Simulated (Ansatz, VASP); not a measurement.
# MgO: VASP beside Ansatz

File INCAR:

```
PREC = Accurate ; ENCUT = 520
EDIFF = 1E-6 ; ISMEAR = 0
SIGMA = 0.05 ; LREAL = F
LASPH = T ; NELM = 100
ALGO = Normal ; ISIF = 2
LWAVE = F ; LCHARG = F
GGA = PS ; NBANDS = 26
```

Contents of KPOINTS:

```
regular mesh
0
Gamma
  9 9 4
```

The input POSCAR:

```
MgO
1.0
    3.2553371795      0.0000000000      0.0000000000
   -1.6276685897      2.8192046953      0.0000000000
    0.0000000000      0.0000000000     10.4149514991
Mg O
4 4
Direct
    0.3333333333      0.6666666667      0.9695963559
    0.0000000000      0.0000000000      0.2209473890
    0.0000000000      0.0000000000      0.7209473890
    0.6666666667      0.3333333333      0.4695963559
    0.3333333333      0.6666666667      0.7799156657
   -0.1996720967      0.0000000000      0.5045746589
    0.0000000000      0.0000000000      0.0295387694
    0.6666666667      0.3333333333      0.2799156657
```

Input for Ansatz:

```yaml
crystal:
  lattice:
    - [3.2553371795, 0.0, 0.0]
    - [-1.6276685897, 2.8192046953, 0.0]
    - [0.0, 0.0, 10.4149514991]
  atoms:
    - { symbol: Mg, position: [0.3333333333, 0.6666666667, 0.9695963559] }
    - { symbol: Mg, position: [0.0, 0.0, 0.220947389] }
    - { symbol: Mg, position: [0.0, 0.0, 0.720947389] }
    - { symbol: Mg, position: [0.6666666667, 0.3333333333, 0.4695963559] }
    - { symbol: O, position: [0.3333333333, 0.6666666667, 0.7799156657] }
    - { symbol: O, position: [-0.1996720967, 0.0, 0.5045746589] }
    - { symbol: O, position: [0.0, 0.0, 0.0295387694] }
    - { symbol: O, position: [0.6666666667, 0.3333333333, 0.2799156657] }
basis:
  ecutwfc: 420
kpoints:
  mp_grid: { grid: [9, 9, 4] }
hamiltonian:
  xc: pbesol
  pseudopotentials: { kind: paw, azcp: { folder: soft_1 } }
scf:
  occupations: { method: gaussian, width: 0.05 }
output:
  forces: true
  stress: true
  eigenvalues: true
```

Alike in both runs: task single point; functional PBEsol; k mesh 9 × 9 × 4; occupations gaussian, width 0.05 eV; no spin polarisation.

|  | VASP | Ansatz |
| --- | --- | --- |
| version | VASP 6.6.1 | Ansatz 0.2.0 |
| potentials or method | VASP PAW PBE potentials, release 64 (Mg, O), cutoff 520 eV | scalar-relativistic, plane waves, PAW |
| valence electrons in the cell | 32 | 64 |

|  | VASP | Ansatz | Ansatz less VASP |
| --- | --- | --- | --- |
| gap on the k mesh at the Fermi level (eV) | 2.62 | 2.64 | +0.019 |
| least direct gap on the mesh (eV) | 2.62 | 2.64 | +0.019 |
| pressure (GPa) | 16.9 | 15.6 | -1.30 |
| traceless stress, the component that is largest in VASP (GPa) | -26.55 | -24.38 | +2.171 |
| rms of the force components (eV/Å) | 7.380 | 6.819 | -0.5613 |

VASP's potentials were made for PBE, not for PBEsol, and Ansatz warns of the same on its side. Atom by atom the forces differ by 0.563 eV/Å (rms over components). The functional is the same, so the differences come from potentials, cutoffs and numerics. VASP's potentials hold 32 valence electrons a cell and Ansatz's 64, so a difference there can come from the potentials and not from the codes.
